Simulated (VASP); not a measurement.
# Zr (Im-3m) in VASP: further runs, part 2 of 2

VASP 6.6.1.

## Step 4: Electric field gradients, PBE

INCAR reads:

```
ALGO = Normal ; EDIFF = 1E-8
ENCUT = 520 ; GGA = PE
ISIF = 2 ; ISMEAR = -1
LASPH = T ; LCHARG = F
LEFG = T ; LREAL = F
LWAVE = F ; NBANDS = 12
NELM = 60 ; PREC = Accurate
SIGMA = 0.05
```

KPOINTS reads:

```
k-points
0
Gamma
  13 13 13
```

POSCAR reads:

```
Zr
1.0
   -1.7908472709      1.7908472709      1.7908472709
    1.7908472709     -1.7908472709      1.7908472709
    1.7908472709      1.7908472709     -1.7908472709
Zr
1
Direct
    0.0000000000      0.0000000000      0.0000000000
```

Potentials or basis: VASP PAW PBE potentials, release 64 (Zr_sv).

Launch:

```
$ cat potpaw_PBE.64/Zr_sv/POTCAR > POTCAR
$ mpirun -np 1 vasp_std > vasp.out
```

OUTCAR:

```text
EDIFF = 1E-8
   ENCUT = 520
   GGA = PE
   ISIF = 2
   ISMEAR = -1
   LASPH = T
   LREAL = F
   NELM = 60
   PREC = Accurate

 ion  position               nearest neighbor table
   1  0.000  0.000  0.000-

  LATTYP: Found a body centered cubic cell.
 ALAT       =     3.5816945418

  Lattice vectors:

 A1 = (  -1.7908472709,   1.7908472709,   1.7908472709)
 A2 = (   1.7908472709,  -1.7908472709,   1.7908472709)
 A3 = (   1.7908472709,   1.7908472709,  -1.7908472709)

Analysis of symmetry for initial positions (statically):
=====================================================================
 Subroutine PRICEL returns:
 Original cell was already a primitive cell.

 Routine SETGRP: Setting up the symmetry group for a
 body centered cubic supercell.

 Subroutine GETGRP returns: Found 48 space group operations
 (whereof 48 operations were pure point group operations)
 out of a pool of 48 trial point group operations.

The static configuration has the point symmetry O_h .

Analysis of symmetry for dynamics (positions and initial velocities):
=====================================================================
 Subroutine PRICEL returns:
 Original cell was already a primitive cell.

 Routine SETGRP: Setting up the symmetry group for a
 body centered cubic supercell.

 Subroutine GETGRP returns: Found 48 space group operations
 (whereof 48 operations were pure point group operations)
 out of a pool of 48 trial point group operations.

The dynamic configuration has the point symmetry O_h .

 Subroutine INISYM returns: Found 48 space group operations
 (whereof 48 operations are pure point group operations),
 and found     1 'primitive' translations

----------------------------------------------------------------------------------------

                                     Primitive cell

  volume of cell :      22.9739

  direct lattice vectors                    reciprocal lattice vectors
    -1.790847271  1.790847271  1.790847271     0.000000000  0.279197455  0.279197455
     1.790847271 -1.790847271  1.790847271     0.279197455  0.000000000  0.279197455
     1.790847271  1.790847271 -1.790847271     0.279197455  0.279197455  0.000000000

  length of vectors
     3.101838462  3.101838462  3.101838462     0.394844827  0.394844827  0.394844827

  position of ions in fractional coordinates (direct lattice)
     0.000000000  0.000000000  0.000000000

  ion indices of the primitive-cell ions
   primitive index   ion index
                 1           1

----------------------------------------------------------------------------------------

 KPOINTS: k-points

Automatic generation of k-mesh.
 Grid dimensions read from file:
 generate k-points for:   13   13   13

 Generating k-lattice:

  Cartesian coordinates                     Fractional coordinates (reciprocal lattice)
     0.000000000  0.021476727  0.021476727     0.076923077  0.000000000  0.000000000
     0.021476727  0.000000000  0.021476727     0.000000000  0.076923077  0.000000000
[... 66 lines left out ...]
   POTIM  = 0.5000    time-step for ionic-motion
   TEBEG  =    0.0;   TEEND  =   0.0 temperature during run
   PSTRESS=    0.0 pullay stress
   NELECT =      12.0000    total number of electrons
   NUPDOWN=      -1.0000    fix difference up-down
   EMIN   =  10.00;   EMAX   =-10.00  energy-range for DOS
   EFERMI =   0.00;   METHOD = LEGACY
   ISMEAR =    -1;   SIGMA  =   0.05  broadening in eV -4-tet -1-fermi 0-gaus
   EFERMI_NEDOS =   21; number of points for ismear=-14 and -15
   IALGO  =     38    algorithm
   IMIX   =      4    mixing-type and parameters
     AMIX     =   0.40;   BMIX     =  1.00
     AMIX_MAG =   1.60;   BMIX_MAG =  1.00
  volume/ion in A,a.u.               =      22.97       155.04
  Fermi-wavevector in a.u.,A,eV,Ry     =   1.318429  2.491469 23.650390  1.738255
  Thomas-Fermi vector in A             =   2.448399
   LORBIT       =      0    0 simple, 1 ext, 2 COOP (PROOUT), +10 PAW based schemes
   GGA     = PE    functional components
   LHFCALC =     F    Hartree Fock is set to
   AEXX    =    0.0000 exact exchange contribution
   IVDW    =     0    specifies the selected vdW correction
   LEPSILON=     F    determine dielectric tensor
   LRPA    =     F    only Hartree local field effects (RPA)
 non-spin polarized calculation
  energy-cutoff  :      520.00
  volume of cell :       22.97
 maximum number of plane-waves:       632
   NGX = 11   NGY = 11   NGZ = 11

 number of electron      12.0000000 magnetization

 Free energy of the ion-electron system (eV)
  ---------------------------------------------------
  ext. energy  EPLUGINS =         0.00000000
  ---------------------------------------------------
  free energy    TOTEN  =        -8.44284192 eV

  energy without entropy =       -8.42641383  energy(sigma->0) =       -8.43462788

 E-fermi :   8.8713     XC(G=0): -11.1365

 val. band max:        8.8549700715   @ k =  -0.3077   0.3077   0.0769
 cond. band min:       8.8729410229   @ k =   0.2308   0.2308   0.0000
 fundamental gap:      0.0179709514
 Fermi energy:         8.8712988550

 k-point     1 :       0.0000    0.0000    0.0000
  band No.  band energies     occupation
      1     -39.6060      2.00000
      2     -17.1006      2.00000
      3     -17.1006      2.00000
      4     -17.1006      2.00000
      5       3.4690      2.00000
      6       9.9900      0.00000
      7       9.9900      0.00000
      8       9.9900      0.00000
      9      12.4955      0.00000
     10      12.4955      0.00000
     11      21.2910      0.00000
     12      21.2910      0.00000
[... 331 lines left out ...]
 k-point    24 :       0.2308    0.0769    0.0769
  band No.  band energies     occupation
      1     -39.4906      2.00000
      2     -17.8194      2.00000
      3     -17.3184      2.00000
      4     -17.1570      2.00000
      5       6.1131      2.00000
      6       8.5146      1.99841
      7       8.8208      1.46605
      8      12.3473      0.00000
      9      12.8067      0.00000
     10      13.6680      0.00000
     11      21.0644      0.00000
     12      21.5758      0.00000

 [... further k-points ...]
[... 5 lines left out ...]
  --------------------------------------------------------------------------------------
  -------------------------------------------------------------------------------------
  Total       -0.0870374     -0.0870374     -0.0870374      0.0000000      0.0000000     -0.0000000
  in kB       -6.0698875     -6.0698875     -6.0698875      0.0000000      0.0000000     -0.0000000
  external PRESSURE =      -6.0698875 kB  Pullay stress =       0.0000000 kB

 VOLUME and BASIS-vectors are now :
 -----------------------------------------------------------------------------
  energy-cutoff  :      520.00
  volume of cell :       22.97
      direct lattice vectors                 reciprocal lattice vectors
    -1.790847271  1.790847271  1.790847271     0.000000000  0.279197455  0.279197455
     1.790847271 -1.790847271  1.790847271     0.279197455  0.000000000  0.279197455
     1.790847271  1.790847271 -1.790847271     0.279197455  0.279197455  0.000000000

 POSITION                                       TOTAL-FORCE (eV/Angst)
 -----------------------------------------------------------------------------------
      0.00000      0.00000      0.00000        -0.000000      0.000000      0.000000
 -----------------------------------------------------------------------------------
    total drift:                                0.000000      0.000000     -0.000000

  FREE ENERGIE OF THE ION-ELECTRON SYSTEM (eV)
  ---------------------------------------------------
  free  energy   TOTEN  =        -8.4428419215 eV

  energy  without entropy=       -8.4264138292  energy(sigma->0) =       -8.43462788

 Electric field gradients (V/A^2)
---------------------------------------------------------------------
 ion       V_xx      V_yy      V_zz      V_xy      V_xz      V_yz
---------------------------------------------------------------------
   1      -0.000    -0.000    -0.000    -0.000    -0.000    -0.000
---------------------------------------------------------------------

 Electric field gradients after diagonalization (V/A^2)
 (convention: |V_zz| > |V_xx| > |V_yy|)
----------------------------------------------------------------------
 ion       V_xx      V_yy      V_zz     asymmetry (V_yy - V_xx)/ V_zz
----------------------------------------------------------------------
   1       0.000     0.000    -0.000       0.000
----------------------------------------------------------------------

           NMR quadrupolar parameters

 Cq : quadrupolar parameter    Cq=e*Q*V_zz/h
 eta: asymmetry parameters     (V_yy - V_xx)/ V_zz
 Q  : nuclear electric quadrupole moment in mb (millibarn)
----------------------------------------------------------------------
 ion       Cq(MHz)       eta       Q (mb)
----------------------------------------------------------------------
   1      -0.000       0.000       1.000
----------------------------------------------------------------------
```

OSZICAR:

```text
N       E                     dE             d eps       ncg     rms          rms(c)
DAV:   1     0.866296717069E+02    0.86630E+02   -0.69609E+03  2016   0.998E+02
DAV:   2    -0.580446002529E+01   -0.92434E+02   -0.89857E+02  2308   0.272E+02
DAV:   3    -0.870422358433E+01   -0.28998E+01   -0.28467E+01  3008   0.405E+01
DAV:   4    -0.876471409184E+01   -0.60491E-01   -0.60459E-01  2344   0.564E+00
DAV:   5    -0.876612285654E+01   -0.14088E-02   -0.14087E-02  2872   0.627E-01    0.104E+01
DAV:   6    -0.848910422157E+01    0.27702E+00   -0.36539E-01  2220   0.559E+00    0.416E+00
DAV:   7    -0.843987751809E+01    0.49227E-01   -0.18602E-01  2460   0.380E+00    0.667E-01
DAV:   8    -0.844284507536E+01   -0.29676E-02   -0.10990E-02  2380   0.120E+00    0.106E-01
DAV:   9    -0.844285095672E+01   -0.58814E-05   -0.44428E-04  2684   0.182E-01    0.249E-02
DAV:  10    -0.844284523868E+01    0.57180E-05   -0.15061E-05  2352   0.415E-02    0.680E-03
DAV:  11    -0.844284204958E+01    0.31891E-05   -0.17309E-06  2924   0.111E-02    0.266E-03
DAV:  12    -0.844284191879E+01    0.13078E-06   -0.29059E-08  2412   0.197E-03    0.732E-04
DAV:  13    -0.844284192146E+01   -0.26637E-08   -0.30189E-09  1348   0.754E-04
   1 F= -.84428419E+01 E0= -.84346279E+01  d E =-.164281E-01
```

stdout:

```text
POSCAR found type information on POSCAR Zr
 POSCAR found :  1 types and       1 ions
 scaLAPACK will be used
 LDA part: xc-table for (Slater+PW92), standard interpolation
 POSCAR, INCAR and KPOINTS ok, starting setup
 FFT: planning ... GRIDC
 FFT: planning ... GRID_SOFT
 FFT: planning ... GRID
 WAVECAR not read
 entering main loop
ion   1
```

Wall time 6.3 s (1 thread of Intel Xeon 6975P-C (Granite Rapids), shared host); peak memory 0.14 GiB.

What came out:

```yaml
Free_energy: -8.4428 eV
Pressure: -0.6 GPa
Band_gap_on_the_k_mesh: zero (band 6 reaches 9.99 eV, above the bottom of band 7 at 8.27 eV)
```

Levels at points of the mesh, in eV from the Fermi level:
```tsv
k point	band 3	band 4	band 5	band 6	band 7	band 8	band 9	band 10
(0.00, 0.00, 0.00)	-25.97	-25.97	-5.40	1.12	1.12	1.12	3.62	3.62
```

Caveat: without QUAD_EFG the Cq values of the log hold for a quadrupole moment of 1 mb, not for the nuclei.

## Step 5: Electric field gradients, r2SCAN (volume scaled by 0.9405)

POSCAR reads:

```
Zr
1.0
   -1.7546000984      1.7546000984      1.7546000984
    1.7546000984     -1.7546000984      1.7546000984
    1.7546000984      1.7546000984     -1.7546000984
Zr
1
Direct
    0.0000000000      0.0000000000      0.0000000000
```

INCAR.step1 reads:

```
PREC = Accurate
ENCUT = 520
ISMEAR = -1
SIGMA = 0.05
LREAL = F
LASPH = T
NELM = 80
NBANDS = 12
GGA = PE
ALGO = Normal
EDIFF = 1E-4
LWAVE = T
LCHARG = F
```

INCAR.step2 reads:

```
PREC = Accurate
ENCUT = 520
EDIFF = 1E-8
ISMEAR = -1
SIGMA = 0.05
LREAL = F
LASPH = T
NELM = 80
ALGO = Normal
ISIF = 2
LWAVE = F
LCHARG = F
METAGGA = R2SCAN
LMIXTAU = T
LEFG = T
NBANDS = 12
ISTART = 1
```

KPOINTS reads:

```
regular mesh
0
Gamma
  13 13 13
```

Potentials or basis: VASP PAW PBE potentials, release 64 (Zr_sv).

Launch:

```
$ cat potpaw_PBE.64/Zr_sv/POTCAR > POTCAR
$ cp INCAR.step1 INCAR
$ mpirun -np 1 vasp_std > vasp.out
$ cp INCAR.step2 INCAR
$ mpirun -np 1 vasp_std > vasp.out
```

OUTCAR:

```text
PREC = Accurate
   ENCUT = 520
   EDIFF = 1E-8
   ISMEAR = -1
   LREAL = F
   LASPH = T
   NELM = 80
   ISIF = 2
   METAGGA = R2SCAN
   ISTART = 1

 ion  position               nearest neighbor table
   1  0.000  0.000  0.000-

  LATTYP: Found a body centered cubic cell.
 ALAT       =     3.5092001968

  Lattice vectors:

[... 565 lines left out ...]
      0.00000      0.00000      0.00000         0.000000     -0.000000     -0.000000
 -----------------------------------------------------------------------------------
    total drift:                                0.000000      0.000000     -0.000000

  FREE ENERGIE OF THE ION-ELECTRON SYSTEM (eV)
  ---------------------------------------------------
  free  energy   TOTEN  =       -22.6139137228 eV

  energy  without entropy=      -22.5991322529  energy(sigma->0) =      -22.60652299

 Electric field gradients (V/A^2)
---------------------------------------------------------------------
 ion       V_xx      V_yy      V_zz      V_xy      V_xz      V_yz
---------------------------------------------------------------------
   1       0.000    -0.000    -0.000     0.000     0.000     0.000
---------------------------------------------------------------------

 Electric field gradients after diagonalization (V/A^2)
 (convention: |V_zz| > |V_xx| > |V_yy|)
----------------------------------------------------------------------
 ion       V_xx      V_yy      V_zz     asymmetry (V_yy - V_xx)/ V_zz
----------------------------------------------------------------------
   1      -0.000    -0.000     0.000       0.000
----------------------------------------------------------------------

           NMR quadrupolar parameters

 Cq : quadrupolar parameter    Cq=e*Q*V_zz/h
 eta: asymmetry parameters     (V_yy - V_xx)/ V_zz
 Q  : nuclear electric quadrupole moment in mb (millibarn)
----------------------------------------------------------------------
 ion       Cq(MHz)       eta       Q (mb)
----------------------------------------------------------------------
   1       0.000       0.000       1.000
----------------------------------------------------------------------
```

OUTCAR.step1:

```text
PREC = Accurate
   ENCUT = 520
   ISMEAR = -1
   LREAL = F
   LASPH = T
   NELM = 80
[... 573 lines left out ...]

 POSITION                                       TOTAL-FORCE (eV/Angst)
 -----------------------------------------------------------------------------------
      0.00000      0.00000      0.00000         0.000000      0.000000      0.000000
 -----------------------------------------------------------------------------------
    total drift:                                0.000000      0.000000      0.000000

  FREE ENERGIE OF THE ION-ELECTRON SYSTEM (eV)
  ---------------------------------------------------
  free  energy   TOTEN  =        -8.4233598539 eV

  energy  without entropy=       -8.4090020097  energy(sigma->0) =       -8.41618093
```

OSZICAR.step1:

```text
N       E                     dE             d eps       ncg     rms          rms(c)
DAV:   1     0.889034083576E+02    0.88903E+02   -0.70468E+03  2016   0.101E+03
DAV:   2    -0.572636848575E+01   -0.94630E+02   -0.91960E+02  2316   0.274E+02
DAV:   3    -0.865325210335E+01   -0.29269E+01   -0.28822E+01  3008   0.411E+01
DAV:   4    -0.870570392123E+01   -0.52452E-01   -0.52409E-01  2372   0.525E+00
DAV:   5    -0.870672176211E+01   -0.10178E-02   -0.10178E-02  2920   0.539E-01    0.117E+01
DAV:   6    -0.846152884691E+01    0.24519E+00   -0.33416E-01  2220   0.542E+00    0.489E+00
DAV:   7    -0.842008477098E+01    0.41444E-01   -0.17613E-01  2516   0.377E+00    0.688E-01
DAV:   8    -0.842336032710E+01   -0.32756E-02   -0.10920E-02  2320   0.122E+00    0.654E-02
DAV:   9    -0.842335985393E+01    0.47318E-06   -0.37153E-04  2464   0.156E-01
   1 F= -.84233599E+01 E0= -.84161809E+01  d E =-.143578E-01
```

Run time: 1.7 min. Hardware: 1 thread of Intel Xeon 8259CL, shared host; peak memory 0.15 GiB.

Results:

| Property | Result |
| --- | --- |
| Free energy | -22.6139 eV |
| Pressure | 5.8 GPa |
| Band gap on the k mesh | zero (band 6 reaches 10.94 eV, above the bottom of band 7 at 8.91 eV) |

Levels at points of the mesh, in eV from the Fermi level:
```
           k point  band 2  band 3  band 4  band 5  band 6  band 7  band 8  band 9  band 10  band 11
(0.00, 0.00, 0.00)  -26.74  -26.74  -26.74   -5.83    1.34    1.34    1.34    4.07     4.07    13.16
```

Caveat: without QUAD_EFG the Cq values of the log hold for a quadrupole moment of 1 mb, not for the nuclei; the PAW data sets were made with another functional, which shifts forces and pressure a little.

## Step 6: Overview

| level | potentials or basis | cell | gap on the mesh (eV) | pressure (GPa) |
| --- | --- | --- | --- | --- |
| LDA | VASP PAW LDA potentials, release 64 (Zr_sv) | a = 3.102 Å, angles 109.5°, 1 atom | none | -7.3 |
| PBEsol | VASP PAW PBE potentials, release 64 (Zr_sv) | a = 3.102 Å, angles 109.5°, 1 atom | none | -4.4 |
| PBE | VASP PAW PBE potentials, release 64 (Zr_sv) | a = 3.102 Å, angles 109.5°, 1 atom | none | -0.6 |
| r2SCAN | VASP PAW PBE potentials, release 64 (Zr_sv) | a = 3.039 Å, angles 109.5°, 1 atom | none | 5.8 |

Alike in all rows: task electric field gradients; no spin polarisation; k mesh 13 × 13 × 13; cutoff (eV) 520; smearing fermi-dirac 0.05 eV.

Caveats: the PAW data sets were made with another functional, which shifts forces and pressure a little (some runs).

Total energies depend on the potentials used, so only differences within one code and one set of settings carry meaning.
